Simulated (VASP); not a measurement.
Runs of VASP 6.6.1 on Au. The structure is that of space group P6_3/mmc (No. 194), or close to it. The cells are those of the table. 

```tsv
cell	gap on the mesh (eV)	pressure (GPa)
a = 3.048, b = 3.048, c = 5.112 Å, angles 90.0, 90.0, 120.0°, 2 atoms	none	-9.9
a = 2.895, b = 2.895, c = 4.856 Å, angles 90.0, 90.0, 120.0°, 2 atoms	none	(b)
a = 3.011, b = 3.011, c = 5.051 Å, angles 90.0, 90.0, 120.0°, 2 atoms	none	(a)
a = 2.935, b = 2.935, c = 4.923 Å, angles 90.0, 90.0, 120.0°, 2 atoms	none	0.1
a = 2.813, b = 2.813, c = 4.718 Å, angles 90.0, 90.0, 120.0°, 2 atoms	none	23.2
```

Alike in all rows: task single point; level revPBE; potentials or basis VASP PAW PBE potentials, release 64 (Au); no spin polarisation; k mesh 14 × 14 × 7; cutoff (eV) 520; smearing fermi-dirac 0.1 eV.

Task: Fill in the values left out.

Result: (a) -7.5; (b) 5.8.

Caveats: the PAW data sets were made with another functional, which shifts forces and pressure a little; spin-orbit coupling is left out, which moves the levels of the heavy elements.

A k mesh can miss the band edges, and the runs leave out spin-orbit coupling on Au.

A gap of «none» marks levels without a gap at the run's occupations.
